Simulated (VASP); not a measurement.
Wanted: the native input for a VASP 6.6.1 run.

```yaml
Task: single point
Functional: PBE
Potentials_or_basis: VASP PAW PBE potentials, release 64 (Be, Se)
Cutoff: 520 eV
k_mesh: 10 × 10 × 10
Occupations: gaussian, width 0.1 eV
Spin: no spin polarisation
Dipole_correction: no
Further_INCAR_settings: ALGO = Normal; EDIFF = 1e-07; NBANDS = 15
```

The structure of Be4Se lies in POSCAR:

```
Be4Se
1.0
    3.9999277379      0.0000000000      0.0000000000
    0.0000000000      3.9999277379      0.0000000000
    0.0000000000      0.0000000000      3.9999277379
Be Se
4 1
Direct
    0.3086431998      0.3086431998      0.3086431998
    0.6913568002      0.6913568002      0.3086431998
    0.6913568002      0.3086431998      0.6913568002
    0.3086431998      0.6913568002      0.6913568002
    0.0000000000      0.0000000000      0.0000000000
```

The input as run:

INCAR

```
SYSTEM = Be4Se
ALGO     = Normal         ! electronic algorithm
EDIFF    = 1E-7           ! SCF threshold, eV
ENCUT    = 520            ! plane-wave cutoff, eV
GGA      = PE             ! functional
ISIF     = 2              ! what is computed and relaxed
ISMEAR   = 0              ! smearing method
LASPH    = .TRUE.         ! aspherical terms in the spheres
LCHARG   = .FALSE.        ! write CHGCAR
LREAL    = .FALSE.        ! projectors in reciprocal space
LWAVE    = .FALSE.        ! write WAVECAR
NBANDS   = 15             ! bands
NELM     = 60             ! most SCF steps
PREC     = Accurate       ! precision mode
SIGMA    = 0.1            ! smearing width, eV
```

KPOINTS

```
k-points
0
G
  10 10 10
  0 0 0
```

Potentials or basis: VASP PAW PBE potentials, release 64 (Be, Se).

Command:

```console
$ cat potpaw_PBE.64/Be/POTCAR potpaw_PBE.64/Se/POTCAR > POTCAR
$ mpirun -np 1 vasp_std > vasp.out
```

Results of the run:

```
Pressure               : 0.2 GPa
Largest force          : 0.021 eV/Å
Band gap on the k mesh : zero (band 7 reaches 5.15 eV, above the bottom of band 8 at 1.87 eV)
```

Wall time 39 s on 1 thread of Intel Xeon 6455B, with other jobs on the host, peak memory 0.2 GiB.
